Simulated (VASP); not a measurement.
Wanted: the native input for a VASP 6.6.1 run.

```
Task                   : single point
Functional             : PBEsol
Potentials or basis    : VASP PAW PBE potentials, release 64 (Pb_d, F)
Cutoff                 : 520 eV
k mesh                 : 8 × 8 × 8
Occupations            : gaussian, width 0.01 eV
Spin                   : no spin polarisation
Dipole correction      : no
Further INCAR settings : ALGO = Normal; EDIFF = 1e-06; NBANDS = 21
```

The structure of PbF2 lies in POSCAR:

```
PbF2
1.0
    2.9766207893      2.9766207893      0.0000000000
   -2.9766207893      2.9766207893      0.0000000000
    0.0000000000      2.9766207893      2.9766207893
Pb F
1 2
Direct
    0.0000000000      0.0000000000      0.0000000000
    0.2500000000      0.7500000000      0.5000000000
    0.7500000000      0.2500000000      0.5000000000
```

These files were run (other wordings do the same):

INCAR

```
  ALGO = Normal
  EDIFF = 1E-6
  ENCUT = 520
  GGA = PS
  ISIF = 2
  ISMEAR = 0
  LASPH = True
  LCHARG = False
  LREAL = False
  LWAVE = False
  NBANDS = 21
  NELM = 80
  PREC = Accurate
  SIGMA = 0.01
```

KPOINTS

```
k-points
0
Gamma
  8 8 8
```

Potentials or basis: VASP PAW PBE potentials, release 64 (Pb_d, F).

The run is started by

```sh
$ cat potpaw_PBE.64/Pb_d/POTCAR potpaw_PBE.64/F/POTCAR > POTCAR
$ mpirun -np 1 vasp_std > vasp.out
```

It gave:

```yaml
Pressure: -2.2 GPa
Band_gap_on_the_k_mesh: 4.31 eV (least direct gap 4.46 eV)
```

Caveat: the PAW data sets were made with another functional, which shifts forces and pressure a little; spin-orbit coupling is left out, which moves the levels of the heavy elements.

Run time: 37 s on 1 thread of Intel Xeon 8259CL, with other jobs on the host, peak memory 0.19 GiB.
